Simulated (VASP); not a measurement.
A run of VASP 6.6.1:

Contents of INCAR:

```
SYSTEM = Si2Mo
PREC = Accurate ; ENCUT = 520
EDIFF = 1E-6 ; ISMEAR = -1
SIGMA = 0.1 ; LREAL = .False.
LASPH = .True. ; NELM = 100
ALGO = Normal ; ISIF = 2
LWAVE = .False. ; LCHARG = .True.
GGA = PE ; LELF = .True.
LVHAR = .True. ; NBANDS = 18
```

File KPOINTS:

```
Automatic mesh
0
Gamma
  14 14 14
  0 0 0
```

POSCAR

```
Si2Mo
1.0
   -1.6083655758      1.6083655758      3.9372356342
    1.6083655758     -1.6083655758      3.9372356342
    1.6083655758      1.6083655758     -3.9372356342
Mo Si
1 2
Direct
    0.0000000000      0.0000000000      0.0000000000
    0.3350610477      0.3350610477      0.0000000000
   -0.3350610477     -0.3350610477      0.0000000000
```

Potentials or basis: VASP PAW PBE potentials, release 64 (Mo_sv, Si).

The run is started by

```bash
$ cat potpaw_PBE.64/Mo_sv/POTCAR potpaw_PBE.64/Si/POTCAR > POTCAR
$ mpirun -np 1 vasp_std > vasp.out
```

Hardware: 1 thread of Intel Xeon 8259CL, on a shared host.

Task: Estimate the wall time of this run.

Result: Run time: 10 min on 1 thread of Intel Xeon 8259CL (shared host), peak memory 0.33 GiB. Counts: scf iterations 13, k points 244.
